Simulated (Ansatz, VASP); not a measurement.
H in VASP and in Ansatz

Contents of INCAR:

```
SYSTEM = H
ALGO = Normal
EDIFF = 1E-6
ENCUT = 520
GGA = PE
ISIF = 2
ISMEAR = 0
LASPH = .True.
LCHARG = .True.
LELF = .True.
LREAL = .False.
LVHAR = .True.
LWAVE = .False.
NBANDS = 10
NELM = 80
PREC = Accurate
SIGMA = 0.02
```

Contents of KPOINTS:

```
k-points
0
Gamma
  8 8 4
  0 0 0
```

The input POSCAR:

```
H
1.0
    1.4807834391     -2.5976961424      0.0491753083
    1.6078069418      2.6743528739     -0.0891027499
   -0.0764597380     -0.1598014838      6.5718754812
H
4
Direct
    0.5860659352      0.4046530795      1.0137077412
    0.3705995222      0.5470484146     -0.0091051019
    0.4467503840      0.6151895776      0.5047067779
    0.5965841587      0.4331089283      0.4906905827
```

Input for Ansatz:

```yaml
crystal:
  lattice:
    - [1.4807834391, -2.5976961424, 0.0491753083]
    - [1.6078069418, 2.6743528739, -0.0891027499]
    - [-0.076459738, -0.1598014838, 6.5718754812]
  atoms:
    - { symbol: H, position: [0.5860659352, 0.4046530795, 1.0137077412] }
    - { symbol: H, position: [0.3705995222, 0.5470484146, -0.0091051019] }
    - { symbol: H, position: [0.446750384, 0.6151895776, 0.5047067779] }
    - { symbol: H, position: [0.5965841587, 0.4331089283, 0.4906905827] }
basis:
  ecutwfc: 420
kpoints:
  mp_grid: { grid: [8, 8, 4] }
hamiltonian:
  xc: pbe
scf:
  occupations: { method: gaussian, width: 0.02 }
output:
  forces: true
  stress: true
  eigenvalues: true
```

Alike in both runs: task single point; functional PBE; k mesh 8 × 8 × 4; occupations gaussian, width 0.02 eV; no spin polarisation.

|  | VASP | Ansatz |
| --- | --- | --- |
| version | VASP 6.6.1 | Ansatz 0.2.0 |
| potentials or method | VASP PAW PBE potentials, release 64 (H), cutoff 520 eV | scalar-relativistic, plane waves, PAW |
| valence electrons in the cell | 4 | 4 |

```csv
,VASP,Ansatz,Ansatz less VASP
gap on the k mesh at the Fermi level (eV),5.79,5.79,0.000
least direct gap on the mesh (eV),5.80,5.80,0.000
pressure (GPa),-6.1,-6.0,+0.13
"traceless stress, the component that is largest in VASP (GPa)",-12.31,-12.33,-0.022
rms of the force components (eV/Å),2.017,2.017,0.0000
```

Atom by atom the forces differ by 0.002 eV/Å (rms over components).
